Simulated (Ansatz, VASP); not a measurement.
# Zn in VASP and in Ansatz

POSCAR

```
Zn
1.0
    0.0000000000      2.0095908150      2.0095908150
    2.0095908150      0.0000000000      2.0095908150
    2.0095908150      2.0095908150      0.0000000000
Zn
1
Direct
    0.0000000000      0.0000000000      0.0000000000
```

File INCAR.step1:

```
SYSTEM = Zn
ALGO = Normal
EDIFF = 1E-4
ENCUT = 520
GGA = PE
ISMEAR = 1
LASPH = .TRUE.
LCHARG = .FALSE.
LREAL = .FALSE.
LWAVE = .TRUE.
NBANDS = 12
NELM = 80
PREC = Accurate
SIGMA = 0.3
```

The input INCAR.step2:

```
SYSTEM = Zn
ALGO = Normal
EDIFF = 1E-6
ENCUT = 520
ISIF = 2
ISMEAR = 1
ISTART = 1
LASPH = .TRUE.
LCHARG = .TRUE.
LELF = .TRUE.
LMIXTAU = .TRUE.
LREAL = .FALSE.
LVHAR = .TRUE.
LWAVE = .FALSE.
METAGGA = R2SCAN
NBANDS = 12
NELM = 80
PREC = Accurate
SIGMA = 0.3
```

The input KPOINTS:

```
k-points
0
G
  13 13 13
  0 0 0
```

Input for Ansatz:

```yaml
crystal:
  lattice:
    - [0.0, 2.0095908150341284, 2.0095908150341284]
    - [2.0095908150341284, 0.0, 2.0095908150341284]
    - [2.0095908150341284, 2.0095908150341284, 0.0]
  atoms:
    - { symbol: Zn, position: [0.0, 0.0, 0.0] }
basis:
  ecutwfc: 639.467576780718
kpoints:
  mp_grid:
    grid: [13, 13, 13]
hamiltonian:
  xc: r2scan
scf:
  n_extra_bands: 8
  convergence:
    dr2_threshold: 1.0e-07
  lower_state_search: "off"
  mixing:
    algorithm: msr1
  occupations:
    method: methfessel_paxton
    width: 0.3
output:
  stress: true
```

Alike in both runs: task single point; functional r2SCAN; k mesh 13 × 13 × 13; occupations methfessel-paxton of order 1, width 0.3 eV; no spin polarisation.

|  | VASP | Ansatz |
| --- | --- | --- |
| version | VASP 6.6.1 | Ansatz 0.2.0 |
| potentials or method | VASP PAW PBE potentials, release 64 (Zn), cutoff 520 eV | plane waves, PAW |
| valence electrons in the cell | 12 | 12 |

|  | VASP | Ansatz | Ansatz less VASP |
| --- | --- | --- | --- |
| pressure (GPa) | -7.7 | -8.0 | -0.33 |

VASP's potentials were made for PBE, not for r2SCAN. Ansatz's warnings: stress scf threshold loose.
